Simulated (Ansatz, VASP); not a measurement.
## Mo in VASP and in Ansatz

File INCAR:

```
  PREC = Accurate
  ENCUT = 520
  EDIFF = 1E-6
  ISMEAR = 0
  SIGMA = 0.03
  LREAL = False
  LASPH = True
  NELM = 100
  ALGO = Normal
  ISIF = 2
  LWAVE = False
  LCHARG = False
  GGA = CA
  NBANDS = 13
```

Contents of KPOINTS:

```
regular mesh
0
Gamma
  14 14 14
```

POSCAR

```
Mo
1.0
   -1.5565618036      1.5565618036      1.5565618036
    1.5565618036     -1.5565618036      1.5565618036
    1.5565618036      1.5565618036     -1.5565618036
Mo
1
Direct
    0.0000000000      0.0000000000      0.0000000000
```

Input for Ansatz:

```yaml
crystal:
  lattice:
    - [-1.5565618036, 1.5565618036, 1.5565618036]
    - [1.5565618036, -1.5565618036, 1.5565618036]
    - [1.5565618036, 1.5565618036, -1.5565618036]
  atoms:
    - { symbol: Mo, position: [0.0, 0.0, 0.0] }
hamiltonian:
  xc: lda
  pseudopotentials:
    kind: paw
    azcp:
      Mo: "pseudopotentials/Mo.paw.azcp"
basis:
  ecutwfc: 420
  fft_grid_basis: typed
kpoints:
  mp_grid: { grid: [14, 14, 14], shift: [0, 0, 0] }
magnetization:
  spin_polarized: false
scf:
  occupations: { method: gaussian, width: 0.03 }
  lower_state_search: "off"
output:
  stress: true
  write_density: true
  write_potential: true
  elf: true
  volumetric_format: npy
```

Alike in both runs: task single point; functional LDA; k mesh 14 × 14 × 14; occupations gaussian, width 0.03 eV; no spin polarisation.

|  | VASP | Ansatz |
| --- | --- | --- |
| version | VASP 6.6.1 | Ansatz 0.2.0 |
| potentials or method | VASP PAW LDA potentials, release 64 (Mo_sv), cutoff 520 eV | plane waves (420 eV) with PAW, scalar-relativistic |
| valence electrons in the cell | 14 | 14 |

Ansatz gave:

| Item | Value |
| --- | --- |
| pressure (GPa) | 0.1 |

**Question.** Which values does VASP return?

**Answer.** Pressure (GPa): 1.4.

Ansatz warns that its potentials were made for another functional, while VASP's fit it. LDA's correlation is that of Perdew and Zunger in VASP and of Perdew and Wang (1992) in Ansatz.
